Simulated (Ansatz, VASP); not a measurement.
**Two plane-wave programs on MgS**

```
CELL_PARAMETERS angstrom
0.00000 2.61712 2.57566
2.61712 0.00000 2.57566
2.61712 2.61712 0.00000
ATOMIC_POSITIONS crystal
Mg 0.00000 0.00000 0.00000
S 0.50000 0.50000 0.50000
```

Change from the starting cell: strained cell.

Alike in both runs: task relaxation of the atoms; functional PBEsol; k mesh 6 × 6 × 6; occupations gaussian, width 0.02 eV; no spin polarisation.

|  | VASP | Ansatz |
| --- | --- | --- |
| version | VASP 6.6.1 | Ansatz 0.2.0 |
| potentials or method | VASP PAW PBE potentials, release 64 (Mg, S), cutoff 520 eV | scalar-relativistic, plane waves, PAW |
| valence electrons in the cell | 8 | 16 |

|  | VASP | Ansatz | Ansatz less VASP |
| --- | --- | --- | --- |
| gap on the k mesh at the Fermi level, each at its own relaxed structure (eV) | 2.62 | 2.62 | 0.000 |

VASP's potentials were made for PBE, not for PBEsol, and Ansatz warns of the same on its side. VASP's potentials hold 8 valence electrons a cell and Ansatz's 16, so a difference there can come from the potentials and not from the codes. Ansatz's warnings: stress scf threshold loose.

Noted on VASP's run: the relaxation stopped at its first step, so nothing moved.
